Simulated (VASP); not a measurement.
A run of VASP 6.6.1 is set up as follows.

File INCAR:

```
SYSTEM = Os
  ALGO = Normal
  EDIFF = 1E-6
  ENCUT = 520
  GGA = RE
  ISIF = 2
  ISMEAR = -1
  LASPH = .TRUE.
  LCHARG = .FALSE.
  LREAL = .FALSE.
  LWAVE = .FALSE.
  NBANDS = 10
  NELM = 80
  PREC = Accurate
  SIGMA = 0.1
```

Contents of KPOINTS:

```
k-points
0
G
  16 16 16
  0 0 0
```

POSCAR

```
Os
1.0
    0.0000000000      1.8804952715      1.8804952715
    1.8804952715      0.0000000000      1.8804952715
    1.8804952715      1.8804952715      0.0000000000
Os
1
Direct
    0.0000000000      0.0000000000      0.0000000000
```

Potentials or basis: VASP PAW PBE potentials, release 64 (Os).

Command:

```console
$ cat potpaw_PBE.64/Os/POTCAR > POTCAR
$ mpirun -np 1 vasp_std > vasp.out
```

What does it give for the band gap on the k mesh?

Zero (band 4 reaches 12.83 eV, above the bottom of band 5 at 8.37 eV).

Predict the pressure.

38.8 GPa.

Caveat: the PAW data sets were made with another functional, which shifts forces and pressure a little; spin-orbit coupling is left out, which moves the levels of the heavy elements.
